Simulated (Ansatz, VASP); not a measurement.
## One calculation of ScAl3, two programs

```
Sc Al
1.0
    -1.99574    1.99574    4.36982
     1.99574   -1.99574    4.36982
     1.99574    1.99574   -4.36982
Sc Al
1 3
Direct
  0.00000 0.00000 0.00000
  0.75000 0.25000 0.50000
  0.25000 0.75000 0.50000
  0.50000 0.50000 0.00000
```

Alike in both runs: functional PBEsol; k mesh 14 × 14 × 14; occupations gaussian, width 0.1 eV; no spin polarisation.

Ansatz relaxed the structure, and its values are those at the end. VASP's run is a single point on that final structure, the one shown.

```csv
,VASP,Ansatz
version,VASP 6.6.1,Ansatz 0.2.0
potentials or method,"VASP PAW PBE potentials, release 64 (Sc_sv, Al), cutoff 520 eV","scalar-relativistic, plane waves, PAW"
valence electrons in the cell,20,20
```

Ansatz gave:

| Property | Result |
| --- | --- |
| gap on the k mesh at the Fermi level (eV) | none |
| pressure (GPa) | 0.0 |

Which values does VASP return?

gap on the k mesh at the Fermi level (eV): none; pressure (GPa): 0.1.

VASP's potentials were made for PBE, not for PBEsol. A gap of «none» marks a metal or a gap that the smearing closes. The functional is the same, so the differences come from potentials, cutoffs and numerics.
